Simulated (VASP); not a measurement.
Here is a VASP 6.6.1 calculation.

File INCAR:

```
SYSTEM = CaO
ALGO = Normal
EDIFF = 1E-8
ENCUT = 520
GGA = PE
ISIF = 2
ISMEAR = -1
LASPH = .True.
LCHARG = .False.
LEFG = .True.
LREAL = .False.
LWAVE = .False.
NBANDS = 15
NELM = 60
PREC = Accurate
SIGMA = 0.03
```

Contents of KPOINTS:

```
k-points
0
Gamma
  9 9 9
  0 0 0
```

File POSCAR:

```
CaO
1.0
   -0.0979600000      2.4000200000      2.4000200000
    2.4000200000     -0.0979600000      2.4000200000
    2.4000200000      2.4000200000     -0.0979600000
Ca O
1 1
Direct
    0.0000000000      0.0000000000      0.0000000000
    0.5000000000      0.5000000000      0.5000000000
```

Potentials or basis: VASP PAW PBE potentials, release 64 (Ca_sv, O).

The run is started by

```bash
$ cat potpaw_PBE.64/Ca_sv/POTCAR potpaw_PBE.64/O/POTCAR > POTCAR
$ mpirun -np 1 vasp_std > vasp.out
```

**Question.** Predict the pressure.

**Answer.** -3.5 GPa.

**Question.** Estimate the band gap on the k mesh.

**Answer.** 3.55 eV (least direct gap 3.96 eV).

Electric field gradients, principal values (V/Å²):
```
atom   least  middle  greatest (by size)
1 Ca  -5.377  -5.377              10.754
 2 O   2.866   2.866              -5.733
```

Caveat: the cell differs from its parent crystal (equal xy, yz and zx shear strains of -4 %); the cell stands under tension; without QUAD_EFG the Cq values of the log hold for a quadrupole moment of 1 mb, not for the nuclei. A k mesh can miss the band edges.
